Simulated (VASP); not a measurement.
# I in VASP: settings compared

The runs below take I through single point, with PBE, PBE-based screened hybrid with 25 % exact exchange.

Program: VASP 6.6.1. These are calculated values, not measurements. Logs are shortened: lines on timing, memory, paths and dates and some standing lists are left out, and cuts for length are marked.

## (1) The cell of the first run

The typed cell holds 4 atoms: a = 4.353 Å, b = 4.353 Å, c = 9.793 Å, α = 90.00°, β = 90.00°, γ = 66.76°.

## (2) Single point, PBE (atoms moved at random)

File INCAR:

```
SYSTEM = I
PREC = Accurate ; ENCUT = 520
EDIFF = 1E-6 ; ISMEAR = -1
SIGMA = 0.05 ; LREAL = .FALSE.
LASPH = .TRUE. ; NELM = 100
ALGO = Normal ; ISIF = 2
LWAVE = .FALSE. ; LCHARG = .FALSE.
GGA = PE ; NBANDS = 22
```

File KPOINTS:

```
Automatic mesh
0
G
  7 7 3
  0 0 0
```

File POSCAR:

```
I
1.0
    3.6350350000     -2.3950200000      0.0000000000
    3.6350350000      2.3950200000      0.0000000000
    0.0000000000      0.0000000000      9.7934400000
I
4
Direct
    0.6534940000      0.3467530000      0.3829530000
    0.1523430000      0.8403500000      0.1136140000
    0.3667450000      0.6451680000      0.6154720000
    0.8462630000      0.1537000000      0.8821900000
```

Potentials or basis: VASP PAW PBE potentials, release 64 (I).

The run is started by

```sh
$ cat potpaw_PBE.64/I/POTCAR > POTCAR
$ mpirun -np 1 vasp_std > vasp.out
```

OUTCAR:

```text
SYSTEM = I
   PREC = Accurate
   ENCUT = 520
   EDIFF = 1E-6
   ISMEAR = -1
   LREAL = .FALSE.
   LASPH = .TRUE.
   NELM = 100
   ISIF = 2
   GGA = PE

 ion  position               nearest neighbor table
   1  0.653  0.347  0.383-   3 2.67   2 3.55
   2  0.152  0.840  0.114-   4 2.71   1 3.55
   3  0.367  0.645  0.615-   1 2.67   4 3.50
   4  0.846  0.154  0.882-   2 2.71   3 3.50

  LATTYP: Found a base centered orthorhombic cell.
 ALAT       =     4.7900400000
 B/A-ratio  =     1.5177472422
 C/A-ratio  =     2.0445424255

  Lattice vectors:

 A1 = (  -3.6350350000,  -2.3950200000,   0.0000000000)
 A2 = (   3.6350350000,  -2.3950200000,   0.0000000000)
 A3 = (   0.0000000000,   0.0000000000,   9.7934400000)

Analysis of symmetry for initial positions (statically):
=====================================================================
 Subroutine PRICEL returns:
 Original cell was already a primitive cell.

 Routine SETGRP: Setting up the symmetry group for a
 base centered orthorhombic supercell.

 Subroutine GETGRP returns: Found  1 space group operations
 (whereof  1 operations were pure point group operations)
 out of a pool of  8 trial point group operations.

The static configuration has the point symmetry C_1 .

Analysis of symmetry for dynamics (positions and initial velocities):
=====================================================================
 Subroutine PRICEL returns:
 Original cell was already a primitive cell.

 Routine SETGRP: Setting up the symmetry group for a
 base centered orthorhombic supercell.

 Subroutine GETGRP returns: Found  1 space group operations
 (whereof  1 operations were pure point group operations)
 out of a pool of  8 trial point group operations.

The dynamic configuration has the point symmetry C_1 .

 Subroutine INISYM returns: Found  1 space group operations
 (whereof  1 operations are pure point group operations),
 and found     1 'primitive' translations

----------------------------------------------------------------------------------------

                                     Primitive cell

  volume of cell :     170.5230

  direct lattice vectors                    reciprocal lattice vectors
     3.635035000 -2.395020000  0.000000000     0.137550257 -0.208766524  0.000000000
     3.635035000  2.395020000  0.000000000     0.137550257  0.208766524  0.000000000
     0.000000000  0.000000000  9.793440000     0.000000000  0.000000000  0.102109167

  length of vectors
     4.353113857  4.353113857  9.793440000     0.250007070  0.250007070  0.102109167

  position of ions in fractional coordinates (direct lattice)
     0.653494000  0.346753000  0.382953000
     0.152343000  0.840350000  0.113614000
     0.366745000  0.645168000  0.615472000
     0.846263000  0.153700000  0.882190000

  ion indices of the primitive-cell ions
   primitive index   ion index
                 1           1
                 2           2
                 3           3
                 4           4

----------------------------------------------------------------------------------------

 KPOINTS: Automatic mesh

Automatic generation of k-mesh.
 Grid dimensions read from file:
 generate k-points for:    7    7    3

 Generating k-lattice:

  Cartesian coordinates                     Fractional coordinates (reciprocal lattice)
     0.019650037 -0.029823789  0.000000000     0.142857143  0.000000000  0.000000000
     0.019650037  0.029823789  0.000000000     0.000000000  0.142857143  0.000000000
     0.000000000  0.000000000  0.034036389     0.000000000  0.000000000  0.333333333

  Length of vectors
     0.035715296  0.035715296  0.034036389

  Shift w.r.t. Gamma in fractional coordinates (k-lattice)
     0.000000000  0.000000000  0.000000000

 Subroutine IBZKPT returns following result:
 ===========================================

 Found     74 irreducible k-points:

 Following reciprocal coordinates:
            Coordinates               Weight
  0.000000  0.000000  0.000000      1.000000
  0.142857  0.000000  0.000000      2.000000
 -0.000000 -0.142857  0.000000      2.000000
  0.285714  0.000000  0.000000      2.000000
 -0.000000 -0.285714  0.000000      2.000000
  0.428571  0.000000  0.000000      2.000000
[... 16 lines left out ...]
 -0.285714  0.285714  0.000000      2.000000
  0.428571  0.428571  0.000000      2.000000
 [... further k-points ...]
   k-points           NKPTS =     74   k-points in BZ     NKDIM =     74   number of bands    NBANDS=     22
   number of dos      NEDOS =    301   number of ions     NIONS =      4
   total plane-waves  NPLWV =  81920
   dimension x,y,z NGX =    32 NGY =   32 NGZ =   80
   dimension x,y,z NGXF=    64 NGYF=   64 NGZF=  160
   ions per type =               4
   NGX,Y,Z   is equivalent  to a cutoff of  12.22, 12.22, 13.58 a.u.
   NGXF,Y,Z  is equivalent  to a cutoff of  24.44, 24.44, 27.16 a.u.
 SYSTEM =  I
   PREC   = accura    normal or accurate (medium, high low for compatibility)
   ISTART =      0    job   : 0-new  1-cont  2-samecut
   ICHARG =      2    charge: 1-file 2-atom 10-const
   ISPIN  =      1    spin polarized calculation?
   LNONCOLLINEAR =      F non collinear calculations
   LSORBIT =      F    spin-orbit coupling
   LASPH  =      T    aspherical Exc in radial PAW
   ENCUT  =  520.0 eV  38.22 Ry    6.18 a.u.   8.09  8.09 18.21*2*pi/ulx,y,z
   NELM   =    100;   NELMIN=  2; NELMDL= -5     # of ELM steps
   EDIFF  = 0.1E-05   stopping-criterion for ELM
   LREAL  =      F    real-space projection
   EDIFFG = 0.1E-04   stopping-criterion for IOM
   NSW    =      0    number of steps for IOM
   IBRION =     -1    ionic relax: 0-MD 1-quasi-New 2-CG
   NFREE  =      0    steps in history (QN), initial steepest desc. (CG)
   ISIF   =      2    stress and relaxation
   ISYM   =      2    0-nonsym 1-usesym 2-fastsym
   POTIM  = 0.5000    time-step for ionic-motion
   TEBEG  =    0.0;   TEEND  =   0.0 temperature during run
   PSTRESS=    0.0 pullay stress
   NELECT =      28.0000    total number of electrons
   NUPDOWN=      -1.0000    fix difference up-down
   EMIN   =  10.00;   EMAX   =-10.00  energy-range for DOS
   EFERMI =   0.00;   METHOD = LEGACY
   ISMEAR =    -1;   SIGMA  =   0.05  broadening in eV -4-tet -1-fermi 0-gaus
   EFERMI_NEDOS =   21; number of points for ismear=-14 and -15
   IALGO  =     38    algorithm
   IMIX   =      4    mixing-type and parameters
     AMIX     =   0.40;   BMIX     =  1.00
     AMIX_MAG =   1.60;   BMIX_MAG =  1.00
  volume/ion in A,a.u.               =      42.63       287.69
  Fermi-wavevector in a.u.,A,eV,Ry     =   0.896465  1.694073 10.934307  0.803649
  Thomas-Fermi vector in A             =   2.018926
   LORBIT       =      0    0 simple, 1 ext, 2 COOP (PROOUT), +10 PAW based schemes
   GGA     = PE    functional components
   LHFCALC =     F    Hartree Fock is set to
   AEXX    =    0.0000 exact exchange contribution
   IVDW    =     0    specifies the selected vdW correction
   LEPSILON=     F    determine dielectric tensor
   LRPA    =     F    only Hartree local field effects (RPA)
 non-spin polarized calculation
  energy-cutoff  :      520.00
  volume of cell :      170.52
 maximum number of plane-waves:      4633
   NGX = 17   NGY = 17   NGZ = 37

 number of electron      28.0000000 magnetization

 Free energy of the ion-electron system (eV)
  ---------------------------------------------------
  ext. energy  EPLUGINS =         0.00000000
  ---------------------------------------------------
  free energy    TOTEN  =        -5.90337405 eV

  energy without entropy =       -5.90337343  energy(sigma->0) =       -5.90337374

 E-fermi :   3.1540     XC(G=0):  -8.0193

 val. band max:        2.4975991404   @ k =   0.0000   0.0000   0.0000
 cond. band min:       3.7957235038   @ k =   0.4286   0.4286   0.0000
 fundamental gap:      1.2981243633
 Fermi energy:         3.1539522476

 k-point     1 :       0.0000    0.0000    0.0000
  band No.  band energies     occupation
      1     -11.0512      2.00000
      2     -10.5518      2.00000
      3      -9.0213      2.00000
      4      -8.0615      2.00000
      5      -2.0007      2.00000
      6      -0.6471      2.00000
[... 14 lines left out ...]
     21       9.8775      0.00000
     22      10.0079      0.00000

 k-point     2 :       0.1429    0.0000    0.0000
  band No.  band energies     occupation
      1     -10.9903      2.00000
      2     -10.5252      2.00000
      3      -8.9722      2.00000
      4      -8.1119      2.00000
      5      -1.9885      2.00000
      6      -0.8045      2.00000
[... 14 lines left out ...]
     21       9.5597      0.00000
     22       9.9063      0.00000

 k-point     3 :      -0.0000   -0.1429    0.0000
  band No.  band energies     occupation
      1     -10.9895      2.00000
      2     -10.5244      2.00000
      3      -8.9730      2.00000
      4      -8.1133      2.00000
      5      -1.9898      2.00000
      6      -0.8081      2.00000
[... 14 lines left out ...]
     21       9.5777      0.00000
     22       9.9083      0.00000

 k-point     4 :       0.2857    0.0000    0.0000
  band No.  band energies     occupation
      1     -10.8357      2.00000
      2     -10.4732      2.00000
      3      -8.8408      2.00000
      4      -8.2540      2.00000
      5      -1.9993      2.00000
      6      -1.2833      2.00000
[... 14 lines left out ...]
     21       9.9517      0.00000
     22      10.6046      0.00000

 k-point     5 :      -0.0000   -0.2857    0.0000
  band No.  band energies     occupation
      1     -10.8326      2.00000
      2     -10.4705      2.00000
      3      -8.8437      2.00000
      4      -8.2589      2.00000
      5      -2.0054      2.00000
      6      -1.2907      2.00000
[... 417 lines left out ...]
 k-point    22 :      -0.2857    0.4286    0.0000
  band No.  band energies     occupation
      1     -10.6640      2.00000
      2     -10.3706      2.00000
      3      -8.6856      2.00000
      4      -8.2815      2.00000
      5      -1.8599      2.00000
      6      -1.4841      2.00000
[... 14 lines left out ...]
     21      10.3532      0.00000
     22      10.3953      0.00000

 k-point    23 :      -0.2857    0.2857    0.0000
  band No.  band energies     occupation
      1     -10.6222      2.00000
      2     -10.4280      2.00000
      3      -8.5740      2.00000
      4      -8.5033      2.00000
      5      -1.8716      2.00000
      6      -1.8134      2.00000
[... 14 lines left out ...]
     21      10.5861      0.00000
     22      11.0306      0.00000

 k-point    24 :       0.4286    0.4286    0.0000
  band No.  band energies     occupation
      1     -10.7593      2.00000
      2     -10.3315      2.00000
      3      -8.7705      2.00000
      4      -8.0210      2.00000
      5      -1.7398      2.00000
      6      -0.9640      2.00000
[... 14 lines left out ...]
     21      10.8808      0.00000
     22      11.3372      0.00000

 [... further k-points ...]

------------------------ aborting loop because EDIFF is reached ----------------------------------------

  FORCE on cell =-STRESS in cart. coord.  units (eV):
  Direction    XX          YY          ZZ          XY          YZ          ZX
  --------------------------------------------------------------------------------------
  -------------------------------------------------------------------------------------
  Total        1.3530611      1.1898629      2.3798568      0.0149974      0.4023003      0.0175660
  in kB       12.7129107     11.1795547     22.3603402      0.1409105      3.7798789      0.1650441
  external PRESSURE =      15.4176019 kB  Pullay stress =       0.0000000 kB

 VOLUME and BASIS-vectors are now :
 -----------------------------------------------------------------------------
  energy-cutoff  :      520.00
  volume of cell :      170.52
      direct lattice vectors                 reciprocal lattice vectors
     3.635035000 -2.395020000  0.000000000     0.137550257 -0.208766524  0.000000000
     3.635035000  2.395020000  0.000000000     0.137550257  0.208766524  0.000000000
     0.000000000  0.000000000  9.793440000     0.000000000  0.000000000  0.102109167

 POSITION                                       TOTAL-FORCE (eV/Angst)
 -----------------------------------------------------------------------------------
      3.63593     -0.73465      3.75043        -0.003876     -0.457342     -0.782025
      3.60847      1.64779      1.11267         0.008994     -0.198136      0.539822
      3.67834      0.66683      6.02759        -0.011396      0.446958      0.767116
      3.63490     -1.65870      8.63967         0.006278      0.208521     -0.524914
 -----------------------------------------------------------------------------------
    total drift:                                0.000025     -0.000053      0.000122

  FREE ENERGIE OF THE ION-ELECTRON SYSTEM (eV)
  ---------------------------------------------------
  free  energy   TOTEN  =        -5.9033740545 eV

  energy  without entropy=       -5.9033734342  energy(sigma->0) =       -5.90337374
```

It took 2.3 min on 1 thread of Intel Xeon Platinum 8259CL at 2.50GHz (Skylake/Cascade Lake), shared host; peak memory 0.4 GiB.

What came out:

* Free energy: -5.9034 eV
* Pressure: 1.5 GPa
* Largest force: 0.906 eV/Å
* Band gap on the k mesh: 1.30 eV (least direct gap 1.39 eV)

Forces on the atoms (eV/Å):
```
I   -0.004 -0.457 -0.782
I    0.009 -0.198  0.540
I   -0.011  0.447  0.767
I    0.006  0.209 -0.525
```

Caveat: the cell differs from its parent crystal (atoms moved at random); this functional lacks dispersion, which holds the molecules together, so the pressure and a relaxed volume are unreliable; spin-orbit coupling is left out, which moves the levels of the heavy elements. A k mesh can miss the band edges.

## (3) Single point, PBE-based screened hybrid with 25 % exact exchange

File POSCAR:

```
I
1.0
    3.6350350000     -2.3950200000      0.0000000000
    3.6350350000      2.3950200000      0.0000000000
    0.0000000000      0.0000000000      9.7934400000
I
4
Direct
    0.6493000000      0.3507000000      0.3844000000
    0.1493000000      0.8507000000      0.1156000000
    0.3507000000      0.6493000000      0.6156000000
    0.8507000000      0.1493000000      0.8844000000
```

File INCAR.step1:

```
PREC     = Accurate       # precision mode
ENCUT    = 520            # plane-wave cutoff, eV
EDIFF    = 1E-5           # SCF threshold, eV
ISMEAR   = -1             # smearing method
SIGMA    = 0.05           # smearing width, eV
LREAL    = F              # projectors in reciprocal space
LASPH    = T              # aspherical terms in the spheres
NELM     = 60             # most SCF steps
ALGO     = Normal         # electronic algorithm
ISIF     = 2              # what is computed and relaxed
LWAVE    = T              # write WAVECAR
LCHARG   = F              # write CHGCAR
NBANDS   = 22             # bands
GGA      = PE             # functional
```

File INCAR.step2:

```
PREC     = Accurate       # precision mode
ENCUT    = 520            # plane-wave cutoff, eV
EDIFF    = 1E-7           # SCF threshold, eV
ISMEAR   = -1             # smearing method
SIGMA    = 0.05           # smearing width, eV
LREAL    = F              # projectors in reciprocal space
LASPH    = T              # aspherical terms in the spheres
NELM     = 60             # most SCF steps
ALGO     = Normal         # electronic algorithm
ISIF     = 2              # what is computed and relaxed
LWAVE    = F              # write WAVECAR
LCHARG   = F              # write CHGCAR
GGA      = PE             # functional
LHFCALC  = T              # exact exchange
AEXX     = 0.25           # exact-exchange fraction
HFSCREEN = 0.1            # screening, 1/A
PRECFOCK = Normal       
NBANDS   = 22             # bands
ISTART   = 1
```

File KPOINTS:

```
Automatic mesh
0
Gamma
  4 4 2
```

Potentials or basis: VASP PAW PBE potentials, release 64 (I).

The run is started by

```sh
$ cat potpaw_PBE.64/I/POTCAR > POTCAR
$ cp INCAR.step1 INCAR
$ mpirun -np 1 vasp_std > vasp.out
$ cp INCAR.step2 INCAR
$ mpirun -np 1 vasp_std > vasp.out
```

Run time: 60 min. Hardware: 1 thread of AMD EPYC 7R13 (Zen 3), shared host; peak memory 0.4 GiB.

Results (log left out):

```yaml
Free_energy: -8.7139 eV
Pressure: 0.8 GPa
Largest_force: 0.198 eV/Å
Band_gap_on_the_k_mesh: 2.47 eV (least direct gap 2.69 eV)
```

Forces on the atoms (eV/Å):
```
I    0.000 -0.058 -0.189
I    0.000 -0.058  0.189
I    0.000  0.058  0.189
I    0.000  0.058 -0.189
```

Stress tensor (GPa, compression positive):
```
0.99 0.00 0.00
0.00 0.62 0.00
0.00 0.00 0.73
```

Levels at points of the mesh, in eV from the valence-band top:
| k point | band 12 | band 13 | band 14 | band 15 | band 16 | band 17 |
| --- | --- | --- | --- | --- | --- | --- |
| (0.00, 0.00, 0.00) | -0.60 | -0.22 | -0.14 | 2.54 | 3.50 | 6.49 |
| (0.50, 0.00, 0.00) | -1.32 | -0.52 | -0.52 | 3.43 | 3.43 | 6.66 |
| (0.50, 0.50, 0.00) | -1.44 | -0.79 | -0.43 | 2.47 | 3.07 | 6.36 |
| (0.00, 0.00, 0.50) | -1.12 | -0.18 | -0.18 | 2.85 | 2.85 | 7.00 |
| (0.50, 0.00, 0.50) | -0.88 | 0.00 | 0.00 | 2.87 | 2.87 | 7.05 |
| (0.50, 0.50, 0.50) | -1.35 | -1.16 | -1.16 | 2.61 | 2.61 | 7.35 |

Caveat: this functional lacks dispersion, which holds the molecules together, so the pressure and a relaxed volume are unreliable; the PAW data sets were made with another functional, which shifts forces and pressure a little; spin-orbit coupling is left out, which moves the levels of the heavy elements.
